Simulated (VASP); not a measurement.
The system is TiSi2.

```xyz
6
Lattice="0.0000 4.1175 4.2629 2.3895 0.0000 4.2629 2.3895 4.1175 0.0000" Properties=species:S:1:pos:R:3 pbc="T T T"
Ti    3.5843    6.1763    6.3943
Ti    2.3895    4.1175    4.2629
Si    1.1948    3.3975    2.1314
Si    1.1948    0.7200    2.1314
Si    2.3895    1.3387    4.2629
Si    2.3895    6.8963    4.2629
```

* Program: VASP 6.6.1
* Task: relaxation of cell and atoms
* Functional: LDA
* Potentials or basis: VASP PAW LDA potentials, release 64 (Ti_sv, Si)
* Cutoff: 600 eV
* k mesh: 7 × 7 × 7
* Occupations: fermi-dirac, width 0.05 eV
* Spin: no spin polarisation

At the start: pressure -4.9 GPa; volume 13.98 Å³/atom.

Q: Where does the relaxation end?

A: Over 8 steps the energy falls by 7.9 meV/atom and the volume is 13.51 Å³/atom (-3.4 %); space group Fddd (No. 70, to 0.05 Å).

The path:
```csv
step,energy change (eV),largest force (eV/Å),pressure (GPa),volume (Å³)
1,0.0000,0.0634,-4.90,83.88
2,-0.0110,0.0807,4.95,78.79
3,-0.0447,0.0731,0.08,81.10
4,-0.0466,0.0437,0.00,81.04
5,-0.0467,0.0480,0.01,81.05
6,-0.0471,0.0313,0.00,81.05
7,-0.0474,0.0013,-0.01,81.06
8,-0.0474,0.0007,0.01,81.05
```

Final structure:
```
Ti Si
1.0
     0.00000    4.05420    4.22680
     2.36486    0.00000    4.22680
     2.36486    4.05420    0.00000
Ti Si
2 4
Direct
  0.75000 0.75000 0.75000
  0.50000 0.50000 0.50000
  0.41399 0.08601 0.41399
  0.08601 0.41399 0.08601
  0.16399 0.83601 0.16399
  0.83601 0.16399 0.83601
```
